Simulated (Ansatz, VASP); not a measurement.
# Two plane-wave programs on SbTe2I

File INCAR:

```
SYSTEM = SbTe2I
  PREC = Accurate
  ENCUT = 600
  EDIFF = 1E-6
  ISMEAR = 0
  SIGMA = 0.1
  LREAL = .FALSE.
  LASPH = .TRUE.
  NELM = 80
  ALGO = Normal
  ISIF = 3
  LWAVE = .FALSE.
  LCHARG = .FALSE.
  GGA = PE
  IBRION = 2
  NSW = 90
  EDIFFG = -0.04
```

Contents of KPOINTS:

```
regular mesh
0
G
  6 6 4
  0 0 0
```

Contents of POSCAR:

```
SbTe2I
1.0
    5.4323875400      0.0000000000      0.0000000000
   -2.7161937700      4.7045856100      0.0000000000
    0.0000000000      0.0000000000      6.6444354300
Sb Te I
1 2 1
Direct
    0.0000000000      0.0000000000      0.0000000000
    0.3333333300      0.6666666700      0.0000000000
    0.6666666700      0.3333333300      0.0000000000
    0.0000000000      0.0000000000      0.5000000000
```

Input for Ansatz:

```yaml
crystal:
  lattice:
    - [5.43238754, 0.0, 0.0]
    - [-2.71619377, 4.70458561, 0.0]
    - [0.0, 0.0, 6.64443543]
  atoms:
    - { symbol: Sb, position: [0.0, 0.0, 0.0] }
    - { symbol: Te, position: [0.33333333, 0.66666667, 0.0] }
    - { symbol: Te, position: [0.66666667, 0.33333333, 0.0] }
    - { symbol: I, position: [0.0, 0.0, 0.5] }
basis:
  ecutwfc: 420
kpoints:
  mp_grid: { grid: [6, 6, 4] }
hamiltonian:
  xc: pbe
scf:
  occupations: { method: gaussian, width: 0.1 }
  lower_state_search: "off"
output:
  forces: true
  stress: true
  eigenvalues: true
relax:
  adjacent_minimum: "off"
  f_tol: 0.04
  max_steps: 70
  cell: { stress_tol: 0.4 }
```

Alike in both runs: task relaxation of cell and atoms; functional PBE; k mesh 6 × 6 × 4; occupations gaussian, width 0.1 eV; no spin polarisation.

```csv
,VASP,Ansatz
version,VASP 6.6.1,Ansatz 0.2.0
potentials or method,"VASP PAW PBE potentials, release 64 (Sb, Te, I), cutoff 600 eV","scalar-relativistic, plane waves, PAW"
valence electrons in the cell,24,64
```

VASP gave:

```
gap on the k mesh at the Fermi level, each at its own relaxed structure (eV) : none
relaxed volume (Å³/atom)                                                     : 41.04
relaxed length of the cell vector where the two differ most in proportion (Å)              : 6.143
```

**Question.** Estimate Ansatz's values.

**Answer.** gap on the k mesh at the Fermi level, each at its own relaxed structure (eV): none; relaxed volume (Å³/atom): 41.23; relaxed length of the cell vector where the two differ most in proportion (Å): 6.157.

A gap of «none» marks a metal or a gap that the smearing closes. VASP's potentials hold 24 valence electrons a cell and Ansatz's 64, so a difference there can come from the potentials and not from the codes.

Neither program's run includes spin-orbit coupling.
